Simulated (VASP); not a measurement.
Y2SiF2:

```
CELL_PARAMETERS angstrom
3.80968 0.00000 0.00000
0.00000 3.80968 0.00000
0.00000 0.00000 6.26430
ATOMIC_POSITIONS crystal
Y 0.50000 0.00000 0.12543
Y 0.00000 0.50000 0.12543
Si 0.50000 0.50000 0.53880
F 0.00000 0.00000 0.41271
F 0.50000 0.50000 0.27390
```

- Program: VASP 6.6.1
- Task: relaxation of cell and atoms
- Functional: PBE
- Potentials or basis: VASP PAW PBE potentials, release 64 (Y_sv, Si, F)
- Cutoff: 600 eV
- k mesh: 4 × 4 × 4
- Occupations: gaussian, width 0.1 eV
- Spin: no spin polarisation

At the start: pressure 31.8 GPa; volume 18.18 Å³/atom.

Q: Where does the relaxation end?

A: Over 30 steps the energy falls by 1971.0 meV/atom and the volume is 21.21 Å³/atom (+16.6 %); space group P4mm (No. 99, to 0.05 Å).

Step by step:
```csv
step,energy change (eV),largest force (eV/Å),pressure (GPa),volume (Å³)
1,0.0000,7.3100,31.84,90.92
2,-3.9750,1.7776,-5.93,146.99
3,-4.1515,2.2624,-1.95,131.04
4,-4.1586,2.1853,-2.57,133.05
5,-4.8055,2.6946,-2.66,128.56
6,-6.9574,3.0399,-1.18,114.71
7,-7.4238,5.6454,20.26,85.28
8,-7.7120,2.9040,1.65,103.86
9,-8.5958,1.5386,7.12,94.69
10,-8.9480,1.2845,1.69,99.90
11,-8.9487,1.3166,1.42,100.20
12,-9.0942,1.0603,-0.50,102.44
13,-9.1915,0.9150,-3.08,106.09
14,-9.3007,0.7320,-1.13,103.76
15,-9.3450,0.9535,1.19,101.28
16,-9.4208,0.7632,1.19,101.61
17,-9.5995,0.7221,1.15,102.58
18,-9.6421,1.2727,1.44,104.55
19,-9.6875,0.9288,1.14,103.60
20,-9.7640,0.5051,-1.78,107.50
21,-9.7644,0.4698,-1.98,107.80
22,-9.8150,0.3946,0.36,105.51
23,-9.8166,0.3868,-0.03,105.83
24,-9.8288,0.3265,0.01,105.87
25,-9.8503,0.1390,0.09,105.97
26,-9.8524,0.0811,0.12,106.01
27,-9.8539,0.0363,-0.41,106.58
28,-9.8544,0.0422,-0.22,106.38
29,-9.8540,0.0791,0.38,105.55
30,-9.8548,0.0292,0.02,106.04
```

Final structure:
```
CELL_PARAMETERS angstrom
4.72275 0.00000 0.00000
0.00000 4.72275 0.00000
0.00000 0.00000 4.75441
ATOMIC_POSITIONS crystal
Y 0.50000 0.00000 0.09201
Y 0.00000 0.50000 0.09201
Si 0.50000 0.50000 0.76955
F 0.00000 0.00000 0.15854
F 0.50000 0.50000 0.36416
```

Caveat: the k points lie up to 0.33 Å⁻¹ apart in the final cell; the volume moved by over 15 % at a fixed basis, so the end points are rough.
